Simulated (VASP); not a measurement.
HfO2: single point with PBEsol

HfO2:

```xyz
3
Lattice="0.0000 2.5514 2.4633 2.5514 0.0000 2.4633 2.5514 2.5514 0.0000" Properties=species:S:1:pos:R:3 pbc="T T T"
Hf    0.0150    0.0000    0.0000
O     1.1921    1.2757    1.2317
O     3.7435    3.8272    3.6950
```

This cell differs from its parent crystal: atoms displaced along a vibrational mode, the cell strained.

```json
{
 "Program": "VASP 6.6.1",
 "Task": "single point",
 "Functional": "PBEsol",
 "Potentials or basis": "VASP PAW PBE potentials, release 64 (Hf_pv, O)",
 "Cutoff": "520 eV",
 "k mesh": "8 × 8 × 8",
 "Occupations": "gaussian, width 0.05 eV",
 "Spin": "no spin polarisation",
 "Dipole correction": "no",
 "Further INCAR settings": "ALGO = Normal; EDIFF = 1e-06; NBANDS = 18"
}
```

The pressure is -2.4 GPa and the largest force is 0.560 eV/Å. The band gap on the k mesh is 3.41 eV (least direct gap 3.44 eV).

Forces in eV/Å, atoms in the order of the input:
```
Hf  -0.560  0.000  0.000
O    0.280  0.000  0.000
O    0.280  0.000  0.000
```

Stress tensor (GPa, compression positive):
```
-7.93  0.00  0.00
 0.00 -7.96  0.00
 0.00  0.00  8.62
```

Levels at points of the mesh, in eV from the valence-band top:
| k point | band 9 | band 10 | band 11 | band 12 | band 13 | band 14 |
| --- | --- | --- | --- | --- | --- | --- |
| (0.00, 0.00, 0.00) | -1.21 | -1.09 | -0.60 | 3.47 | 3.74 | 5.53 |
| (0.50, 0.00, 0.00) | -3.07 | -2.21 | -2.16 | 4.27 | 4.40 | 6.67 |
| (0.50, 0.50, 0.00) | -2.07 | -1.91 | 0.00 | 3.44 | 5.22 | 6.79 |
| (0.50, 0.00, 0.50) | -2.07 | -1.63 | -0.34 | 3.42 | 5.25 | 6.25 |
| (0.00, 0.50, 0.50) | -2.11 | -1.47 | -0.45 | 3.41 | 5.27 | 6.41 |

Run time: 71 s on 1 thread of AMD EPYC 7R13 (shared host), peak memory 0.17 GiB.

Caveat: the cell differs from its parent crystal (atoms displaced along a vibrational mode, the cell strained); the PAW data sets were made with another functional, which shifts forces and pressure a little; spin-orbit coupling is left out, which moves the levels of the heavy elements. A k mesh can miss the band edges.
